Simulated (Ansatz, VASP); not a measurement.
# One calculation of LuHfO2, two programs

```xyz
4
Lattice="3.3072 0.0000 0.0000 0.0000 3.3072 0.0000 0.0000 0.0000 4.6417" Properties=species:S:1:pos:R:3 pbc="T T T"
Lu    0.0000    0.0000    0.0000
Hf    1.6536    1.6536    2.3208
O     0.0000    0.0000    2.3208
O     1.6536    1.6536    0.0000
```

Change from the starting cell: species swapped into the LaGdN2 type (P4/mmm, No. 123).

Alike in both runs: functional PBE; k mesh 6 × 6 × 4; occupations gaussian, width 0.1 eV; no spin polarisation.

Ansatz relaxed the structure, and its values are those at the end. VASP's run is a single point on that final structure, the one shown.

|  | VASP | Ansatz |
| --- | --- | --- |
| version | VASP 6.6.1 | Ansatz 0.2.0 |
| potentials or method | VASP PAW PBE potentials, release 64 (Lu, Hf_pv, O), cutoff 520 eV | scalar-relativistic, plane waves, PAW |
| valence electrons in the cell | 47 | 63 |

```tsv
	VASP	Ansatz	Ansatz less VASP
gap on the k mesh at the Fermi level (eV)	none	none	-
pressure (GPa)	-0.8	-0.2	+0.60
```

A gap of «none» marks a metal or a gap that the smearing closes. VASP's potentials hold 47 valence electrons a cell and Ansatz's 63, so a difference there can come from the potentials and not from the codes.

Neither program's run includes spin-orbit coupling.
